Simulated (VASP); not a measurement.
Runs of VASP 6.6.1 on KI. The structure is that of space group Fm-3m (No. 225), or close to it. The cells are those of the table. 

```tsv
task	cell	k mesh	cutoff (eV)	smearing	gap on the mesh (eV)	pressure (GPa)
relaxation of cell and atoms	relaxed to 2 GPa from a = 4.953 Å, angles 60.0, 60.0, 90.0°, 2 atoms	6 × 6 × 6	600	gaussian 0.01 eV	(b)	2.0
relaxation of cell and atoms	relaxed to 7 GPa from a = 4.953 Å, angles 60.0, 60.0, 90.0°, 2 atoms	6 × 6 × 6	600	gaussian 0.01 eV	4.05	7.0
single point	a = 4.296 Å, angles 60.0, 60.0, 90.0°, 2 atoms	6 × 6 × 6	520	gaussian 0.01 eV	3.46	15.2
relaxation of cell and atoms	relaxed to 10 GPa from a = 4.953 Å, angles 60.0, 60.0, 90.0°, 2 atoms	6 × 6 × 6	600	gaussian 0.01 eV	3.81	10.0
single point	a = 4.508 Å, angles 60.0, 60.0, 90.0°, 2 atoms	6 × 6 × 6	520	gaussian 0.01 eV	4.03	7.1
single point	a = 4.953 Å, angles 60.0, 60.0, 90.0°, 2 atoms	10 × 10 × 10	520	fermi-dirac 0.1 eV	3.87	0.0
single point	a = 4.414 Å, angles 60.0, 60.0, 90.0°, 2 atoms	6 × 6 × 6	520	gaussian 0.01 eV	3.80	10.1
relaxation of cell and atoms	relaxed to 4 GPa from a = 4.953 Å, angles 60.0, 60.0, 90.0°, 2 atoms	6 × 6 × 6	600	gaussian 0.01 eV	4.31	4.0
single point	a = 4.636 Å, angles 60.0, 60.0, 90.0°, 2 atoms	6 × 6 × 6	520	gaussian 0.01 eV	4.30	4.1
relaxation of cell and atoms	relaxed to 15 GPa from a = 4.953 Å, angles 60.0, 60.0, 90.0°, 2 atoms	6 × 6 × 6	600	gaussian 0.01 eV	(a)	15.0
single point	a = 4.760 Å, angles 60.0, 60.0, 90.0°, 2 atoms	6 × 6 × 6	520	gaussian 0.01 eV	(c)	2.0
```

Alike in all rows: level PBEsol; potentials or basis VASP PAW PBE potentials, release 64 (K_sv, I); no spin polarisation.

Fill in the values left out.

(a) 3.48; (b) 4.15; (c) 4.16.

Caveats: the PAW data sets were made with another functional, which shifts forces and pressure a little; spin-orbit coupling is left out, which moves the levels of the heavy elements; the cell is relaxed towards a set pressure, so the enthalpy falls and the energy may rise (some runs).

A k mesh can miss the band edges, and the runs leave out spin-orbit coupling on I.
